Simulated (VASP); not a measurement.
# Lu (P6_3/mmc) in VASP: further runs, part 2 of 2

VASP 6.6.1. The steps go on from the part before.

## (3) Single point, PBEsol

This run uses another cell than the first one, of 26.93 Å³/atom.

INCAR reads:

```
PREC = Accurate
ENCUT = 520
EDIFF = 1E-7
ISMEAR = 1
SIGMA = 0.05
LREAL = F
LASPH = T
NELM = 80
ALGO = Normal
ISIF = 2
LWAVE = F
LCHARG = T
GGA = PS
LELF = T
LVHAR = T
NBANDS = 32
```

KPOINTS reads:

```
Automatic mesh
0
Gamma
  8 8 4
```

POSCAR reads:

```
Lu
1.0
    3.3984459812      0.0000000000      0.0000000000
   -1.6992229906      2.9431405531      0.0000000000
    0.0000000000      0.0000000000      5.3850682335
Lu
2
Direct
    0.3333333333      0.6666666667      0.2500000000
    0.6666666667      0.3333333333      0.7500000000
```

Potentials or basis: VASP PAW PBE potentials, release 64 (Lu).

The run is started by

```
$ cat potpaw_PBE.64/Lu/POTCAR > POTCAR
$ mpirun -np 1 vasp_std > vasp.out
```

OUTCAR:

```text
PREC = Accurate
   ENCUT = 520
   EDIFF = 1E-7
   ISMEAR = 1
   LREAL = F
   LASPH = T
   NELM = 80
   ISIF = 2
   GGA = PS

 ion  position               nearest neighbor table
   1  0.333  0.667  0.250-   2 3.33   2 3.33   2 3.33   2 3.33   2 3.33   2 3.33
   2  0.667  0.333  0.750-   1 3.33   1 3.33   1 3.33   1 3.33   1 3.33   1 3.33

  LATTYP: Found a hexagonal cell.
 ALAT       =     3.3984459812
 C/A-ratio  =     1.5845678476

  Lattice vectors:

 A1 = (   3.3984459812,   0.0000000000,   0.0000000000)
 A2 = (  -1.6992229906,   2.9431405531,   0.0000000000)
 A3 = (   0.0000000000,   0.0000000000,   5.3850682335)

Analysis of symmetry for initial positions (statically):
=====================================================================
 Subroutine PRICEL returns:
 Original cell was already a primitive cell.

 Routine SETGRP: Setting up the symmetry group for a
 hexagonal supercell.

 Subroutine GETGRP returns: Found 24 space group operations
 (whereof 12 operations were pure point group operations)
 out of a pool of 24 trial point group operations.

The static configuration has the point symmetry D_3d.
 The point group associated with its full space group is D_6h.

Analysis of symmetry for dynamics (positions and initial velocities):
=====================================================================
 Subroutine PRICEL returns:
 Original cell was already a primitive cell.

 Routine SETGRP: Setting up the symmetry group for a
 hexagonal supercell.

 Subroutine GETGRP returns: Found 24 space group operations
 (whereof 12 operations were pure point group operations)
 out of a pool of 24 trial point group operations.

The dynamic configuration has the point symmetry D_3d.
 The point group associated with its full space group is D_6h.

 Subroutine INISYM returns: Found 24 space group operations
 (whereof 12 operations are pure point group operations),
 and found     1 'primitive' translations

----------------------------------------------------------------------------------------

                                     Primitive cell

  volume of cell :      53.8620

  direct lattice vectors                    reciprocal lattice vectors
     3.398445981  0.000000000  0.000000000     0.294252139  0.169886552  0.000000000
    -1.699222991  2.943140553  0.000000000     0.000000000  0.339773104  0.000000000
     0.000000000  0.000000000  5.385068234     0.000000000  0.000000000  0.185698668

  length of vectors
     3.398445981  3.398445981  5.385068234     0.339773104  0.339773104  0.185698668

  position of ions in fractional coordinates (direct lattice)
     0.333333333  0.666666667  0.250000000
     0.666666667  0.333333333  0.750000000

  ion indices of the primitive-cell ions
   primitive index   ion index
                 1           1
                 2           2

----------------------------------------------------------------------------------------

 KPOINTS: Automatic mesh

Automatic generation of k-mesh.
 Grid dimensions read from file:
 generate k-points for:    8    8    4

 Generating k-lattice:

  Cartesian coordinates                     Fractional coordinates (reciprocal lattice)
     0.036781517  0.021235819  0.000000000     0.125000000 -0.000000000  0.000000000
     0.000000000  0.042471638  0.000000000     0.000000000  0.125000000  0.000000000
     0.000000000  0.000000000  0.046424667     0.000000000  0.000000000  0.250000000

  Length of vectors
     0.042471638  0.042471638  0.046424667

  Shift w.r.t. Gamma in fractional coordinates (k-lattice)
     0.000000000  0.000000000  0.000000000

 Subroutine IBZKPT returns following result:
 ===========================================

 Found     30 irreducible k-points:

 Following reciprocal coordinates:
            Coordinates               Weight
  0.000000  0.000000  0.000000      1.000000
  0.125000  0.000000  0.000000      6.000000
  0.250000  0.000000  0.000000      6.000000
  0.375000  0.000000  0.000000      6.000000
  0.500000  0.000000  0.000000      3.000000
  0.125000  0.125000  0.000000      6.000000
[... 16 lines left out ...]
  0.250000  0.000000  0.500000      6.000000
  0.375000  0.000000  0.500000      6.000000
 [... further k-points ...]
   k-points           NKPTS =     30   k-points in BZ     NKDIM =     30   number of bands    NBANDS=     32
   number of dos      NEDOS =    301   number of ions     NIONS =      2
   total plane-waves  NPLWV =  31360
   dimension x,y,z NGX =    28 NGY =   28 NGZ =   40
   dimension x,y,z NGXF=    56 NGYF=   56 NGZF=   80
   ions per type =               2
   NGX,Y,Z   is equivalent  to a cutoff of  13.70, 13.70, 12.35 a.u.
   NGXF,Y,Z  is equivalent  to a cutoff of  27.39, 27.39, 24.70 a.u.
 SYSTEM =  unknown system
   PREC   = accura    normal or accurate (medium, high low for compatibility)
   ISTART =      0    job   : 0-new  1-cont  2-samecut
   ICHARG =      2    charge: 1-file 2-atom 10-const
   ISPIN  =      1    spin polarized calculation?
   LNONCOLLINEAR =      F non collinear calculations
   LSORBIT =      F    spin-orbit coupling
   LASPH  =      T    aspherical Exc in radial PAW
   ENCUT  =  520.0 eV  38.22 Ry    6.18 a.u.   6.32  6.32 10.01*2*pi/ulx,y,z
   NELM   =     80;   NELMIN=  2; NELMDL= -5     # of ELM steps
   EDIFF  = 0.1E-06   stopping-criterion for ELM
   LREAL  =      F    real-space projection
   EDIFFG = 0.1E-05   stopping-criterion for IOM
   NSW    =      0    number of steps for IOM
   IBRION =     -1    ionic relax: 0-MD 1-quasi-New 2-CG
   NFREE  =      0    steps in history (QN), initial steepest desc. (CG)
   ISIF   =      2    stress and relaxation
   ISYM   =      2    0-nonsym 1-usesym 2-fastsym
   POTIM  = 0.5000    time-step for ionic-motion
   TEBEG  =    0.0;   TEEND  =   0.0 temperature during run
   PSTRESS=    0.0 pullay stress
   NELECT =      50.0000    total number of electrons
   NUPDOWN=      -1.0000    fix difference up-down
   EMIN   =  10.00;   EMAX   =-10.00  energy-range for DOS
   EFERMI =   0.00;   METHOD = LEGACY
   ISMEAR =     1;   SIGMA  =   0.05  broadening in eV -4-tet -1-fermi 0-gaus
   EFERMI_NEDOS =   21; number of points for ismear=-14 and -15
   IALGO  =     38    algorithm
   IMIX   =      4    mixing-type and parameters
     AMIX     =   0.40;   BMIX     =  1.00
     AMIX_MAG =   1.60;   BMIX_MAG =  1.00
  volume/ion in A,a.u.               =      26.93       181.74
  Fermi-wavevector in a.u.,A,eV,Ry     =   1.596997  3.017886 34.700270  2.550398
  Thomas-Fermi vector in A             =   2.694672
   LORBIT       =      0    0 simple, 1 ext, 2 COOP (PROOUT), +10 PAW based schemes
   GGA     = PS    functional components
   LHFCALC =     F    Hartree Fock is set to
   AEXX    =    0.0000 exact exchange contribution
   IVDW    =     0    specifies the selected vdW correction
   LEPSILON=     F    determine dielectric tensor
   LRPA    =     F    only Hartree local field effects (RPA)
 non-spin polarized calculation
 Methfessel and Paxton  Order N= 1 SIGMA  =   0.05
  energy-cutoff  :      520.00
  volume of cell :       53.86
 maximum number of plane-waves:      1467
 NGX is ok and might be reduce to    28
   NGX = 13   NGY = 13   NGZ = 21

 number of electron      50.0000010 magnetization

 Free energy of the ion-electron system (eV)
  ---------------------------------------------------
  ext. energy  EPLUGINS =         0.00000000
  ---------------------------------------------------
  free energy    TOTEN  =        -9.89498897 eV

  energy without entropy =       -9.89559604  energy(sigma->0) =       -9.89519133

 E-fermi :   2.3954     XC(G=0): -11.1612

 val. band max:        2.3916969273   @ k =   0.2500   0.1250   0.0000
 cond. band min:       2.4076528470   @ k =   0.3750   0.0000   0.0000
 fundamental gap:      0.0159559196
 Fermi energy:         2.3954296010

 k-point     1 :       0.0000    0.0000    0.0000
  band No.  band energies     occupation
      1     -53.6233      2.00000
      2     -53.5748      2.00000
      3     -24.6469      2.00000
      4     -24.0997      2.00000
      5     -24.0997      2.00000
      6     -23.9987      2.00000
[... 24 lines left out ...]
     31       6.0891      0.00000
     32       6.0891      0.00000
[... 774 lines left out ...]
      2     -53.5780      2.00000
      3     -24.5447      2.00000
      4     -24.5447      2.00000
      5     -24.1404      2.00000
      6     -24.1404      2.00000
[... 24 lines left out ...]
     31       8.4371      0.00000
     32       8.4462      0.00000

 [... further k-points ...]

------------------------ aborting loop because EDIFF is reached ----------------------------------------

  FORCE on cell =-STRESS in cart. coord.  units (eV):
  Direction    XX          YY          ZZ          XY          YZ          ZX
  --------------------------------------------------------------------------------------
  -------------------------------------------------------------------------------------
  Total        0.6573366      0.6573366     -0.0867865      0.0000000      0.0000000     -0.0000000
  in kB       19.5531093     19.5531093     -2.5815468      0.0000000      0.0000000     -0.0000000
  external PRESSURE =      12.1748906 kB  Pullay stress =       0.0000000 kB

 VOLUME and BASIS-vectors are now :
 -----------------------------------------------------------------------------
  energy-cutoff  :      520.00
  volume of cell :       53.86
      direct lattice vectors                 reciprocal lattice vectors
     3.398445981  0.000000000  0.000000000     0.294252139  0.169886552  0.000000000
    -1.699222991  2.943140553  0.000000000     0.000000000  0.339773104  0.000000000
     0.000000000  0.000000000  5.385068234     0.000000000  0.000000000  0.185698668

 POSITION                                       TOTAL-FORCE (eV/Angst)
 -----------------------------------------------------------------------------------
     -0.00000      1.96209      1.34627         0.000000     -0.000000      0.000000
      1.69922      0.98105      4.03880        -0.000000      0.000000      0.000000
 -----------------------------------------------------------------------------------
    total drift:                               -0.000000      0.000000     -0.000000

  FREE ENERGIE OF THE ION-ELECTRON SYSTEM (eV)
  ---------------------------------------------------
  free  energy   TOTEN  =        -9.8949889687 eV

  energy  without entropy=       -9.8955960412  energy(sigma->0) =       -9.89519133
```

OSZICAR:

```text
N       E                     dE             d eps       ncg     rms          rms(c)
DAV:   1     0.235680490052E+03    0.23568E+03   -0.18998E+04  2776   0.505E+03
DAV:   2     0.203391467964E+02   -0.21534E+03   -0.20591E+03  2064   0.558E+02
DAV:   3    -0.756935631646E+01   -0.27909E+02   -0.27203E+02  2784   0.119E+02
DAV:   4    -0.100385199051E+02   -0.24692E+01   -0.24541E+01  2872   0.251E+01
DAV:   5    -0.101182518722E+02   -0.79732E-01   -0.79706E-01  2984   0.465E+00    0.489E+00
DAV:   6    -0.993022550395E+01    0.18803E+00   -0.61333E-01  2968   0.111E+01    0.213E+00
DAV:   7    -0.989807528236E+01    0.32150E-01   -0.10363E-01  2712   0.195E+00    0.505E-01
DAV:   8    -0.989468893891E+01    0.33863E-02   -0.18382E-02  3104   0.954E-01    0.164E-01
DAV:   9    -0.989504757212E+01   -0.35863E-03   -0.23885E-03  2712   0.404E-01    0.190E-01
DAV:  10    -0.989498962201E+01    0.57950E-04   -0.52192E-04  2952   0.237E-01    0.154E-02
DAV:  11    -0.989498925549E+01    0.36652E-06   -0.29553E-05  2768   0.439E-02    0.406E-03
DAV:  12    -0.989498898675E+01    0.26873E-06   -0.31025E-06  2576   0.170E-02    0.953E-04
DAV:  13    -0.989498896872E+01    0.18037E-07   -0.11513E-07  1544   0.329E-03
   1 F= -.98949890E+01 E0= -.98951913E+01  d E =0.607072E-03
```

stdout:

```text
POSCAR found type information on POSCAR Lu
 POSCAR found :  1 types and       2 ions
 scaLAPACK will be used
 -----------------------------------------------------------------------------
|                                                                             |
|                                                                             |
|     You enforced a specific xc type in the INCAR file but a different       |
|     I HOPE YOU KNOW WHAT YOU ARE DOING!                                     |
|                                                                             |
 -----------------------------------------------------------------------------

 LDA part: xc-table for (Slater+PW92), standard interpolation
 POSCAR, INCAR and KPOINTS ok, starting setup
 FFT: planning ... GRIDC
 FFT: planning ... GRID_SOFT
 FFT: planning ... GRID
 WAVECAR not read
 entering main loop
```

It took 61 s on 1 thread of Intel Xeon Platinum 8559C (Emerald Rapids), shared host; peak memory 0.2 GiB.

Results:

| Quantity | Value |
| --- | --- |
| Free energy | -9.8950 eV |
| Pressure | 1.2 GPa |
| Band gap on the k mesh | zero (bands 25 and 26 overlap by 1.78 eV) |

Stress tensor (GPa, compression positive):
```
 1.96  0.00  0.00
 0.00  1.96  0.00
 0.00  0.00 -0.26
```

Caveat: the PAW data sets were made with another functional, which shifts forces and pressure a little; spin-orbit coupling is left out, which moves the levels of the heavy elements.

## (4) Single point, PBEsol

INCAR reads:

```
SYSTEM = Lu
PREC = Accurate ; ENCUT = 520
EDIFF = 1E-6 ; ISMEAR = 1
SIGMA = 0.05 ; LREAL = .False.
LASPH = .True. ; NELM = 80
ALGO = Normal ; ISIF = 2
LWAVE = .False. ; LCHARG = .False.
GGA = PS ; NBANDS = 32
```

KPOINTS reads:

```
Automatic mesh
0
Gamma
  8 8 4
  0 0 0
```

POSCAR reads:

```
Lu
1.0
    3.4214091507      0.0000000000      0.0000000000
   -1.7107045753      2.9630272412      0.0000000000
    0.0000000000      0.0000000000      5.4214549334
Lu
2
Direct
    0.3333333333      0.6666666667      0.2500000000
    0.6666666667      0.3333333333      0.7500000000
```

The run is started by

```
$ cat potpaw_PBE.64/Lu/POTCAR > POTCAR
$ mpirun -np 1 vasp_std > vasp.out
```

Run time: 61 s. Hardware: 1 thread of Intel Xeon Platinum 8559C (Emerald Rapids), shared host; peak memory 0.2 GiB.

The run converged. Its results:

```yaml
Free_energy: -9.9008 eV
Pressure: 0.2 GPa
Band_gap_on_the_k_mesh: zero (bands 25 and 26 overlap by 1.77 eV)
```

Stress tensor (GPa, compression positive):
```
 0.81  0.00  0.00
 0.00  0.81  0.00
 0.00  0.00 -1.10
```

Levels at points of the mesh, in eV from the Fermi level:
| k point | band 21 | band 22 | band 23 | band 24 | band 25 | band 26 | band 27 | band 28 |
| --- | --- | --- | --- | --- | --- | --- | --- | --- |
| (0.00, 0.00, 0.00) | -4.75 | -4.73 | -4.73 | -2.56 | 0.77 | 2.23 | 2.23 | 2.54 |
| (0.50, 0.00, 0.00) | -4.75 | -4.73 | -2.37 | -1.50 | -0.97 | -0.24 | 1.63 | 1.94 |
| (0.00, 0.00, 0.50) | -4.73 | -4.73 | -4.46 | -4.46 | 1.16 | 1.16 | 2.16 | 2.16 |
| (0.50, 0.00, 0.50) | -4.75 | -4.75 | -2.21 | -2.21 | 0.09 | 0.09 | 1.49 | 1.49 |

Caveat: the PAW data sets were made with another functional, which shifts forces and pressure a little; spin-orbit coupling is left out, which moves the levels of the heavy elements.

## (5) Overview

```tsv
cell	k mesh	gap on the mesh (eV)	pressure (GPa)
a = 3.421, b = 3.421, c = 5.421 Å, angles 90.0, 90.0, 120.0°, 2 atoms	7 × 7 × 4	none	0.1
a = 3.398, b = 3.398, c = 5.385 Å, angles 90.0, 90.0, 120.0°, 2 atoms	8 × 8 × 4	none	1.2
a = 3.421, b = 3.421, c = 5.421 Å, angles 90.0, 90.0, 120.0°, 2 atoms	8 × 8 × 4	none	0.2
```

Alike in all rows: task single point; level PBEsol; potentials or basis VASP PAW PBE potentials, release 64 (Lu); no spin polarisation; cutoff (eV) 520; smearing methfessel-paxton 0.05 eV.

Caveats: the PAW data sets were made with another functional, which shifts forces and pressure a little; spin-orbit coupling is left out, which moves the levels of the heavy elements.

Absolute energies hang on the potentials; compare differences alone.
